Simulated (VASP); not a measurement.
# H (P6_3/mmc) in VASP: further runs

The runs below take H through single point, with PBE, PBEsol.

Everything below comes from runs of VASP 6.6.1. Logs are shortened: lines on timing, memory, paths and dates and some standing lists are left out, and cuts for length are marked.

## Step 1: The cell of the first run

Symmetry: P6_3/mmc, No. 194, hexagonal system. Conventional cell: a = 5.635 Å, b = 5.635 Å, c = 5.078 Å, α = 90.00°, β = 90.00°, γ = 120.00°. Within 5.4 Å of H (site symmetry -6m2) lie 8 H at 4.13 to 5.08 Å.

## Step 2: Single point, PBE, collinear spin

The input, INCAR:

```
ALGO = Normal
EDIFF = 1E-6
ENCUT = 500
GGA = PE
GGA_COMPAT = False
ISIF = 2
ISMEAR = 0
ISPIN = 2
LASPH = True
LCHARG = False
LORBIT = 11
LREAL = False
LWAVE = False
MAGMOM = 1.05 1.05
NBANDS = 12
NELM = 200
PREC = Accurate
SIGMA = 0.05
```

The input, KPOINTS:

```
k-points
0
Gamma
  6 6 6
```

The input, POSCAR:

```
H
1.0
    5.6351326836      0.0000000000      0.0000000000
   -2.8175663418      4.8801680577      0.0000000000
    0.0000000000      0.0000000000      5.0778180612
H
2
Direct
    0.3333333333      0.6666666667      0.2500000000
    0.6666666667      0.3333333333      0.7500000000
```

Potentials or basis: VASP PAW PBE potentials, release 64 (H).

Run with:

```sh
cat potpaw_PBE.64/H/POTCAR > POTCAR
mpirun -np 1 vasp_std > vasp.out
```

OUTCAR:

```text
EDIFF = 1E-6
   ENCUT = 500
   GGA = PE
   ISIF = 2
   ISMEAR = 0
   ISPIN = 2
   LASPH = True
   LORBIT = 11
   LREAL = False
   NELM = 200
   PREC = Accurate

 ion  position               nearest neighbor table
   1  0.333  0.667  0.250-
   2  0.667  0.333  0.750-

  LATTYP: Found a hexagonal cell.
 ALAT       =     5.6351326836
 C/A-ratio  =     0.9011000000

  Lattice vectors:

 A1 = (   5.6351326836,   0.0000000000,   0.0000000000)
 A2 = (  -2.8175663418,   4.8801680577,   0.0000000000)
 A3 = (   0.0000000000,   0.0000000000,   5.0778180612)

Analysis of symmetry for initial positions (statically):
=====================================================================
 Subroutine PRICEL returns:
 Original cell was already a primitive cell.

 Routine SETGRP: Setting up the symmetry group for a
 hexagonal supercell.

 Subroutine GETGRP returns: Found 24 space group operations
 (whereof 12 operations were pure point group operations)
 out of a pool of 24 trial point group operations.

The static configuration has the point symmetry D_3d.
 The point group associated with its full space group is D_6h.

Analysis of symmetry for dynamics (positions and initial velocities):
=====================================================================
 Subroutine PRICEL returns:
 Original cell was already a primitive cell.

 Routine SETGRP: Setting up the symmetry group for a
 hexagonal supercell.

 Subroutine GETGRP returns: Found 24 space group operations
 (whereof 12 operations were pure point group operations)
 out of a pool of 24 trial point group operations.

The dynamic configuration has the point symmetry D_3d.
 The point group associated with its full space group is D_6h.

Analysis of structural, dynamic, and magnetic symmetry:
=====================================================================
 Subroutine PRICEL returns:
 Original cell was already a primitive cell.

 Routine SETGRP: Setting up the symmetry group for a
 hexagonal supercell.

 Subroutine GETGRP returns: Found 24 space group operations
 (whereof 12 operations were pure point group operations)
 out of a pool of 24 trial point group operations.

The overall configuration has the point symmetry D_3d.
 The point group associated with its full space group is D_6h.

 Subroutine INISYM returns: Found 24 space group operations
 (whereof 12 operations are pure point group operations),
 and found     1 'primitive' translations

----------------------------------------------------------------------------------------

                                     Primitive cell

  volume of cell :     139.6420
[... 132 lines left out ...]
  ext. energy  EPLUGINS =         0.00000000
  ---------------------------------------------------
  free energy    TOTEN  =        -2.24202398 eV

  energy without entropy =       -2.24202398  energy(sigma->0) =       -2.24202398

 E-fermi :  -6.7468     XC(G=0):  -0.0004

 val. band max:       -6.9624409542   @ k =   0.0000   0.0000   0.0000
 cond. band min:       0.0262230504   @ k =   0.3333   0.3333   0.0000
 fundamental gap:      6.9886640046
 Fermi energy:        -6.7467937503

 spin component 1

 k-point     1 :       0.0000    0.0000    0.0000
  band No.  band energies     occupation
      1      -7.6040      1.00000
      2      -6.9624      1.00000
      3       0.4758      0.00000
      4       2.7120      0.00000
      5       2.9515      0.00000
      6       2.9515      0.00000
      7       3.8114      0.00000
      8       3.8114      0.00000
      9       4.0918      0.00000
     10       5.8508      0.00000
     11       7.1504      0.00000
     12       8.4140      0.00000
[... 333 lines left out ...]
      1      -7.2172      1.00000
      2      -7.2172      1.00000
      3       0.5823      0.00000
      4       0.5823      0.00000
      5       2.8510      0.00000
      6       2.8510      0.00000
      7       3.3742      0.00000
      8       3.3742      0.00000
      9       5.7173      0.00000
     10       5.7173      0.00000
     11       7.8625      0.00000
     12       7.8625      0.00000

 [... further k-points ...]

 spin component 2

 k-point     1 :       0.0000    0.0000    0.0000
  band No.  band energies     occupation
      1       2.0183      0.00000
      2       7.3356      0.00000
      3       7.6243      0.00000
      4       7.6244      0.00000
      5       7.7828      0.00000
      6       8.2330      0.00000
      7       8.9105      0.00000
      8       8.9106      0.00000
      9      10.7129      0.00000
     10      13.3666      0.00000
     11      13.3666      0.00000
     12      13.6474      0.00000
[... 333 lines left out ...]
      1       4.0081      0.00000
      2       4.0081      0.00000
      3       6.3139      0.00000
      4       6.3139      0.00000
      5       8.2108      0.00000
      6       8.2108      0.00000
      7       9.4434      0.00000
      8       9.4434      0.00000
      9      12.6685      0.00000
     10      12.6685      0.00000
     11      12.9345      0.00000
     12      12.9345      0.00000

 [... further k-points ...]
[... 5 lines left out ...]
  --------------------------------------------------------------------------------------
  -------------------------------------------------------------------------------------
  Total       -0.0241380     -0.0241380     -0.0219404      0.0000000     -0.0000000      0.0000000
  in kB       -0.2769469     -0.2769469     -0.2517325      0.0000000     -0.0000000      0.0000000
  external PRESSURE =      -0.2685421 kB  Pullay stress =       0.0000000 kB

 VOLUME and BASIS-vectors are now :
 -----------------------------------------------------------------------------
  energy-cutoff  :      500.00
  volume of cell :      139.64
      direct lattice vectors                 reciprocal lattice vectors
     5.635132684  0.000000000  0.000000000     0.177458111  0.102455488  0.000000000
    -2.817566342  4.880168058  0.000000000     0.000000000  0.204910976  0.000000000
     0.000000000  0.000000000  5.077818061     0.000000000  0.000000000  0.196934980

 POSITION                                       TOTAL-FORCE (eV/Angst)
 -----------------------------------------------------------------------------------
     -0.00000      3.25345      1.26945         0.000000     -0.000000      0.000000
      2.81757      1.62672      3.80836        -0.000000      0.000000      0.000000
 -----------------------------------------------------------------------------------
    total drift:                               -0.000000     -0.000000     -0.000000

  FREE ENERGIE OF THE ION-ELECTRON SYSTEM (eV)
  ---------------------------------------------------
  free  energy   TOTEN  =        -2.2420239811 eV

  energy  without entropy=       -2.2420239811  energy(sigma->0) =       -2.24202398

 total charge

# of ion       s       p       d       tot
------------------------------------------
    1        0.380   0.000   0.000   0.380
    2        0.380   0.000   0.000   0.380
--------------------------------------------------
tot          0.760   0.000   0.000   0.760

 magnetization (x)

# of ion       s       p       d       tot
------------------------------------------
    1        0.380   0.000   0.000   0.380
    2        0.380   0.000   0.000   0.380
--------------------------------------------------
tot          0.760   0.000   0.000   0.760
```

Wall time 1.8 min (1 thread of Intel Xeon Platinum 8259CL at 2.50GHz (Skylake/Cascade Lake), shared host); peak memory 0.3 GiB.

Results:

```
Free energy                                           : -2.2420 eV
Pressure                                              : 0.0 GPa
Band gap on the k mesh                                : 6.99 eV (least direct gap 7.21 eV)
Net moment                                            : 2.00 μB per cell
Site moments                                          : H +0.38 μB
Valence electrons inside the program's atomic spheres : H 0.38
```

## Step 3: Single point, PBEsol, collinear spin

This run uses another cell than the first one, of the same volume but with other edges.

The input, INCAR:

```
PREC = Accurate
ENCUT = 500
EDIFF = 1E-6
ISMEAR = 0
SIGMA = 0.05
LREAL = F
LASPH = T
NELM = 200
ALGO = Normal
ISIF = 2
LWAVE = F
LCHARG = F
ISPIN = 2
MAGMOM = 1.05 1.05
LORBIT = 11
GGA = PS
NBANDS = 12
GGA_COMPAT = F
```

The input, KPOINTS:

```
Automatic mesh
0
Gamma
  8 8 8
```

The input, POSCAR:

```
H
1.0
    5.8675648969      0.0000000000      0.0000000000
   -2.9337824485      5.0814602591      0.0000000000
    0.0000000000      0.0000000000      4.6834903007
H
2
Direct
    0.3333333333      0.6666666667      0.2500000000
    0.6666666667      0.3333333333      0.7500000000
```

Potentials or basis: VASP PAW PBE potentials, release 64 (H).

Run with:

```sh
cat potpaw_PBE.64/H/POTCAR > POTCAR
mpirun -np 1 vasp_std > vasp.out
```

OUTCAR:

```text
PREC = Accurate
   ENCUT = 500
   EDIFF = 1E-6
   ISMEAR = 0
   LREAL = F
   LASPH = T
   NELM = 200
   ISIF = 2
   ISPIN = 2
   LORBIT = 11
   GGA = PS

 ion  position               nearest neighbor table
   1  0.333  0.667  0.250-
   2  0.667  0.333  0.750-

  LATTYP: Found a hexagonal cell.
 ALAT       =     5.8675648969
 C/A-ratio  =     0.7982000000

  Lattice vectors:

 A1 = (   5.8675648969,   0.0000000000,   0.0000000000)
 A2 = (  -2.9337824485,   5.0814602591,   0.0000000000)
 A3 = (   0.0000000000,   0.0000000000,   4.6834903007)

Analysis of symmetry for initial positions (statically):
=====================================================================
 Subroutine PRICEL returns:
 Original cell was already a primitive cell.

 Routine SETGRP: Setting up the symmetry group for a
 hexagonal supercell.

 Subroutine GETGRP returns: Found 24 space group operations
 (whereof 12 operations were pure point group operations)
 out of a pool of 24 trial point group operations.

The static configuration has the point symmetry D_3d.
 The point group associated with its full space group is D_6h.

Analysis of symmetry for dynamics (positions and initial velocities):
=====================================================================
 Subroutine PRICEL returns:
 Original cell was already a primitive cell.

 Routine SETGRP: Setting up the symmetry group for a
 hexagonal supercell.

 Subroutine GETGRP returns: Found 24 space group operations
 (whereof 12 operations were pure point group operations)
 out of a pool of 24 trial point group operations.

The dynamic configuration has the point symmetry D_3d.
 The point group associated with its full space group is D_6h.

Analysis of structural, dynamic, and magnetic symmetry:
=====================================================================
 Subroutine PRICEL returns:
 Original cell was already a primitive cell.

 Routine SETGRP: Setting up the symmetry group for a
 hexagonal supercell.

 Subroutine GETGRP returns: Found 24 space group operations
 (whereof 12 operations were pure point group operations)
 out of a pool of 24 trial point group operations.

The overall configuration has the point symmetry D_3d.
 The point group associated with its full space group is D_6h.

 Subroutine INISYM returns: Found 24 space group operations
 (whereof 12 operations are pure point group operations),
 and found     1 'primitive' translations

----------------------------------------------------------------------------------------

                                     Primitive cell

  volume of cell :     139.6420

  direct lattice vectors                    reciprocal lattice vectors
     5.867564897  0.000000000  0.000000000     0.170428452  0.098396912  0.000000000
    -2.933782449  5.081460259  0.000000000     0.000000000  0.196793825  0.000000000
     0.000000000  0.000000000  4.683490301     0.000000000  0.000000000  0.213515975

  length of vectors
     5.867564897  5.867564897  4.683490301     0.196793825  0.196793825  0.213515975

  position of ions in fractional coordinates (direct lattice)
     0.333333333  0.666666667  0.250000000
     0.666666667  0.333333333  0.750000000

  ion indices of the primitive-cell ions
   primitive index   ion index
                 1           1
[... 86 lines left out ...]
   EMIN   =  10.00;   EMAX   =-10.00  energy-range for DOS
   EFERMI =   0.00;   METHOD = LEGACY
   ISMEAR =     0;   SIGMA  =   0.05  broadening in eV -4-tet -1-fermi 0-gaus
   EFERMI_NEDOS =   21; number of points for ismear=-14 and -15
   IALGO  =     38    algorithm
   IMIX   =      4    mixing-type and parameters
     AMIX     =   0.40;   BMIX     =  1.00
     AMIX_MAG =   1.60;   BMIX_MAG =  1.00
  volume/ion in A,a.u.               =      69.82       471.18
  Fermi-wavevector in a.u.,A,eV,Ry     =   0.397569  0.751297  2.150555  0.158061
  Thomas-Fermi vector in A             =   1.344498
   LORBIT       =     11    0 simple, 1 ext, 2 COOP (PROOUT), +10 PAW based schemes
   GGA     = PS    functional components
   LHFCALC =     F    Hartree Fock is set to
   AEXX    =    0.0000 exact exchange contribution
   IVDW    =     0    specifies the selected vdW correction
   LEPSILON=     F    determine dielectric tensor
   LRPA    =     F    only Hartree local field effects (RPA)
 spin polarized calculation
 Gauss-broadening in eV      SIGMA  =   0.05
  energy-cutoff  :      500.00
  volume of cell :      139.64
 maximum number of plane-waves:      3581
 NGX is ok and might be reduce to    48

 number of electron       1.9999999 magnetization       1.9999999

 Free energy of the ion-electron system (eV)
  ---------------------------------------------------
  ext. energy  EPLUGINS =         0.00000000
  ---------------------------------------------------
  free energy    TOTEN  =        -1.89409028 eV

  energy without entropy =       -1.89409028  energy(sigma->0) =       -1.89409028

 E-fermi :  -6.5338     XC(G=0):   0.7247

 val. band max:       -6.7521551518   @ k =   0.0000   0.0000   0.0000
 cond. band min:       0.1346190087   @ k =   0.3750   0.2500   0.0000
 fundamental gap:      6.8867741606
 Fermi energy:        -6.5337602872

 spin component 1

 k-point     1 :       0.0000    0.0000    0.0000
  band No.  band energies     occupation
      1      -7.4082      1.00000
      2      -6.7522      1.00000
      3       0.7131      0.00000
      4       2.7300      0.00000
      5       2.7300      0.00000
      6       3.6165      0.00000
      7       3.6165      0.00000
      8       3.7472      0.00000
      9       4.7715      0.00000
     10       5.8023      0.00000
     11       7.5170      0.00000
     12       9.0859      0.00000
[... 333 lines left out ...]
      1      -7.1392      1.00000
      2      -6.9092      1.00000
      3       0.5001      0.00000
      4       1.4806      0.00000
      5       2.2105      0.00000
      6       2.7916      0.00000
      7       4.3319      0.00000
      8       5.2740      0.00000
      9       5.4656      0.00000
     10       6.5336      0.00000
     11       7.0213      0.00000
     12       7.9319      0.00000

 [... further k-points ...]

 spin component 2

 k-point     1 :       0.0000    0.0000    0.0000
  band No.  band energies     occupation
      1       2.6002      0.00000
      2       7.6119      0.00000
      3       7.6128      0.00000
      4       8.8834      0.00000
      5       8.8878      0.00000
      6       9.4326      0.00000
      7       9.6181      0.00000
      8       9.6184      0.00000
      9      11.8870      0.00000
     10      14.4088      0.00000
     11      14.4089      0.00000
     12      14.6229      0.00000
[... 333 lines left out ...]
      1       3.4906      0.00000
      2       5.9052      0.00000
      3       6.8902      0.00000
      4       7.4313      0.00000
      5       8.3401      0.00000
      6      10.1752      0.00000
      7      10.7355      0.00000
      8      11.8597      0.00000
      9      12.3771      0.00000
     10      13.2155      0.00000
     11      13.6783      0.00000
     12      15.0890      0.00000

 [... further k-points ...]

------------------------ aborting loop because EDIFF is reached ----------------------------------------

  FORCE on cell =-STRESS in cart. coord.  units (eV):
  Direction    XX          YY          ZZ          XY          YZ          ZX
  --------------------------------------------------------------------------------------
  -------------------------------------------------------------------------------------
  Total       -0.0130424     -0.0130424     -0.0103318      0.0000000      0.0000000      0.0000000
  in kB       -0.1496411     -0.1496411     -0.1185410      0.0000000      0.0000000      0.0000000
  external PRESSURE =      -0.1392744 kB  Pullay stress =       0.0000000 kB

 VOLUME and BASIS-vectors are now :
 -----------------------------------------------------------------------------
  energy-cutoff  :      500.00
  volume of cell :      139.64
      direct lattice vectors                 reciprocal lattice vectors
     5.867564897  0.000000000  0.000000000     0.170428452  0.098396912  0.000000000
    -2.933782449  5.081460259  0.000000000     0.000000000  0.196793825  0.000000000
     0.000000000  0.000000000  4.683490301     0.000000000  0.000000000  0.213515975

 POSITION                                       TOTAL-FORCE (eV/Angst)
 -----------------------------------------------------------------------------------
     -0.00000      3.38764      1.17087        -0.000000      0.000000      0.000000
      2.93378      1.69382      3.51262         0.000000      0.000000      0.000000
 -----------------------------------------------------------------------------------
    total drift:                               -0.000000      0.000000     -0.000000

  FREE ENERGIE OF THE ION-ELECTRON SYSTEM (eV)
  ---------------------------------------------------
  free  energy   TOTEN  =        -1.8940902789 eV

  energy  without entropy=       -1.8940902789  energy(sigma->0) =       -1.89409028

 total charge

# of ion       s       p       d       tot
------------------------------------------
    1        0.372   0.000   0.000   0.372
    2        0.372   0.000   0.000   0.372
--------------------------------------------------
tot          0.745   0.000   0.000   0.745

 magnetization (x)

# of ion       s       p       d       tot
------------------------------------------
    1        0.372   0.000   0.000   0.372
    2        0.372   0.000   0.000   0.372
--------------------------------------------------
tot          0.745   0.000   0.000   0.745
```

OSZICAR:

```text
N       E                     dE             d eps       ncg     rms          rms(c)
DAV:   1     0.455511980048E+01    0.45551E+01   -0.53158E+02  2400   0.983E+01
DAV:   2     0.678321352493E-01   -0.44873E+01   -0.44041E+01  2888   0.187E+01
DAV:   3    -0.229724021911E+00   -0.29756E+00   -0.29726E+00  3100   0.465E+00
[... 12 lines left out ...]
DAV:  16    -0.189403232732E+01   -0.12871E-03   -0.78527E-09  1988   0.352E-04    0.284E-05
DAV:  17    -0.189406501343E+01   -0.32686E-04   -0.84543E-10  1868   0.113E-04    0.187E-05
DAV:  18    -0.189407277908E+01   -0.77657E-05   -0.15390E-10  2008   0.556E-05    0.126E-05
DAV:  19    -0.189408782428E+01   -0.15045E-04   -0.94286E-11  1832   0.394E-05    0.896E-06
DAV:  20    -0.189408985914E+01   -0.20349E-05   -0.70623E-12  1980   0.114E-05    0.123E-06
DAV:  21    -0.189409027892E+01   -0.41979E-06   -0.81182E-13  1864   0.367E-06
   1 F= -.18940903E+01 E0= -.18940903E+01  d E =-.198690E-12  mag=     2.0000
```

Run time: 3 min. Hardware: 1 thread of Intel Xeon Platinum 8259CL at 2.50GHz (Skylake/Cascade Lake), shared host; peak memory 0.36 GiB.

What came out:

| Quantity | Value |
| --- | --- |
| Free energy | -1.8941 eV |
| Pressure | 0.0 GPa |
| Band gap on the k mesh | 6.89 eV (least direct gap 7.16 eV) |
| Net moment | 2.00 μB per cell |
| Site moments | H +0.37 μB |
| Valence electrons inside the program's atomic spheres | H 0.37 |

Levels at points of the mesh, in eV from the valence-band top:
Spin up:
| k point | band 1 | band 2 | band 3 | band 4 | band 5 | band 6 | band 7 |
| --- | --- | --- | --- | --- | --- | --- | --- |
| (0.00, 0.00, 0.00) | -0.66 | 0.00 | 7.47 | 9.48 | 9.48 | 10.37 | 10.37 |
| (0.50, 0.00, 0.00) | -0.42 | -0.21 | 6.96 | 8.46 | 8.61 | 10.84 | 11.47 |
| (0.00, 0.00, 0.50) | -0.25 | -0.25 | 7.73 | 7.73 | 10.91 | 10.91 | 10.91 |
| (0.50, 0.00, 0.50) | -0.22 | -0.22 | 7.61 | 7.61 | 9.50 | 9.50 | 10.11 |
Spin down:
```tsv
k point	band 1	band 2	band 3	band 4
(0.00, 0.00, 0.00)	9.35	14.36	14.37	15.64
(0.50, 0.00, 0.00)	9.94	12.00	13.69	14.97
(0.00, 0.00, 0.50)	11.04	11.04	16.02	16.02
(0.50, 0.00, 0.50)	11.64	11.64	13.56	13.56
```

Caveat: the PAW data sets were made with another functional, which shifts forces and pressure a little. A k mesh can miss the band edges.
